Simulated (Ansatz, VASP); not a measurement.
# MoSe: VASP beside Ansatz

File INCAR:

```
ALGO = Normal
EDIFF = 1E-7
ENCUT = 520
GGA = PE
ISIF = 2
ISMEAR = 0
ISPIN = 2
LASPH = True
LCHARG = False
LMAXMIX = 4
LORBIT = 11
LREAL = False
LWAVE = False
MAGMOM = 3 -3 0 0
NBANDS = 32
NELM = 150
PREC = Accurate
SIGMA = 0.05
```

File KPOINTS:

```
k-points
0
Gamma
  12 12 6
```

The input POSCAR:

```
MoSe
1.0
    0.0000000000      2.6758016221      2.6758016221
    2.6758016221      0.0000000000      2.6758016221
    5.3516032442      5.3516032442      0.0000000000
Mo Se
2 2
Direct
    0.5000000000      0.5000000000      0.2500000000
    0.5000000000      0.5000000000      0.7500000000
    0.0000000000      0.0000000000      0.0000000000
    0.0000000000      0.0000000000      0.5000000000
```

Input for Ansatz:

```yaml
crystal:
  lattice:
    - [0.0, 2.6758016221, 2.6758016221]
    - [2.6758016221, 0.0, 2.6758016221]
    - [5.3516032442, 5.3516032442, 0.0]
  atoms:
    - { symbol: Mo, position: [0.5, 0.5, 0.25], spin: 3.0 }
    - { symbol: Se, position: [0.0, 0.0, 0.0] }
    - { symbol: Mo, position: [0.5, 0.5, 0.75], spin: -3.0 }
    - { symbol: Se, position: [0.0, 0.0, 0.5] }
basis:
  ecutwfc: 420
  ecutrho_ratio: 4
kpoints:
  mp_grid: { grid: [12, 12, 6] }
hamiltonian:
  xc: pbe
scf:
  occupations: { method: gaussian, width: 0.05 }
output:
  forces: true
  stress: true
  eigenvalues: true
  populations: true
  write_density: true
  write_potential: true
  elf: true
  volumetric_format: npy
magnetization:
  spin_polarized: true
```

Alike in both runs: task single point; functional PBE; k mesh 12 × 12 × 6; occupations gaussian, width 0.05 eV; collinear spin.

|  | VASP | Ansatz |
| --- | --- | --- |
| version | VASP 6.6.1 | Ansatz 0.2.0 |
| potentials or method | VASP PAW PBE potentials, release 64 (Mo_sv, Se), cutoff 520 eV | scalar-relativistic, plane waves, PAW |
| valence electrons in the cell | 40 | 60 |

VASP gave:

```
gap on the k mesh at the Fermi level (eV)                     : none
pressure (GPa)                                                : -2.9
net moment per atom (μB)                                      : 0.00
size of the moment on the site where the two differ most (μB) : 1.75
```

Problem. Estimate Ansatz's values.

Solution. gap on the k mesh at the Fermi level (eV): none; pressure (GPa): -3.1; net moment per atom (μB): 0.00; size of the moment on the site where the two differ most (μB): 1.55.

Site moments also hang on the region over which each program counts them. A gap of «none» marks a metal or a gap that the smearing closes. VASP's potentials hold 40 valence electrons a cell and Ansatz's 60, so a difference there can come from the potentials and not from the codes.
